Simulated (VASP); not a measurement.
**LaScCl6: single point with LDA**

The system is LaScCl6.

```
La Sc Cl
1.0
     0.00000    5.28605    5.28605
     5.28605    0.00000    5.28605
     5.28605    5.28605    0.00000
La Sc Cl
1 1 6
Direct
  0.00000 0.00000 0.00000
  0.50000 0.50000 0.50000
  0.26368 0.73632 0.73632
  0.73632 0.26368 0.26368
  0.73632 0.26368 0.73632
  0.26368 0.73632 0.26368
  0.73632 0.73632 0.26368
  0.26368 0.26368 0.73632
```

```
Program                : VASP 6.6.1
Task                   : single point
Functional             : LDA
Potentials or basis    : VASP PAW LDA potentials, release 64 (La, Sc_sv, Cl)
Cutoff                 : 520 eV
k mesh                 : 4 × 4 × 4
Occupations            : gaussian, width 0.02 eV
Spin                   : no spin polarisation
Dipole correction      : no
Further INCAR settings : ALGO = Normal; EDIFF = 1e-07; NBANDS = 42
```

```yaml
Pressure: -2.6 GPa
Largest_force: 0.058 eV/Å
Band_gap_on_the_k_mesh: 3.18 eV, direct
```

Forces on the atoms (eV/Å):
```
La   0.000  0.000  0.000
Sc   0.000  0.000  0.000
Cl  -0.058  0.000  0.000
Cl   0.058  0.000  0.000
Cl   0.000 -0.058  0.000
Cl   0.000  0.058  0.000
Cl   0.000  0.000 -0.058
Cl   0.000  0.000  0.058
```

Levels at points of the mesh, in eV from the valence-band top:
| k point | band 30 | band 31 | band 32 | band 33 | band 34 | band 35 |
| --- | --- | --- | --- | --- | --- | --- |
| (0.00, 0.00, 0.00) | 0.00 | 0.00 | 0.00 | 3.18 | 3.18 | 3.18 |
| (0.50, 0.00, 0.00) | -0.34 | -0.34 | -0.26 | 3.46 | 3.46 | 3.46 |
| (0.50, 0.50, 0.00) | -0.57 | -0.57 | 0.00 | 3.20 | 3.77 | 3.79 |

Wall time 3.9 min on 1 thread of Intel Xeon 6975P-C (shared host), peak memory 0.39 GiB.

Caveat: spin-orbit coupling is left out, which moves the levels of the heavy elements. A k mesh can miss the band edges.
